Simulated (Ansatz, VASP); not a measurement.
Tl in VASP and in Ansatz

```
CELL_PARAMETERS angstrom
2.74251 0.00000 0.00000
0.00000 2.74251 0.00000
0.00000 0.00000 2.74251
ATOMIC_POSITIONS crystal
Tl 0.00000 0.00000 0.00000
```

Change from the starting cell: volume scaled by 0.6, PAW files.

Alike in both runs: task single point; functional PBE; k mesh 12 × 12 × 12; occupations fermi-dirac, width 0.08 eV; no spin polarisation.

|  | VASP | Ansatz |
| --- | --- | --- |
| version | VASP 6.6.1 | Ansatz 0.2.0 |
| potentials or method | VASP PAW PBE potentials, release 64 (Tl_d) | PAW with Ansatz's default frozen-core files, scalar-relativistic |
| plane-wave cutoff (eV) | 520 | 420 |
| valence electrons in the cell | 13 | 13 |

Ansatz gave:

- pressure (GPa): 44.6

Which values does VASP return?

Pressure (GPa): 44.5.

Both programs put the cell under a high pressure, so it lies far from rest at this level.

Spin-orbit coupling is off throughout.
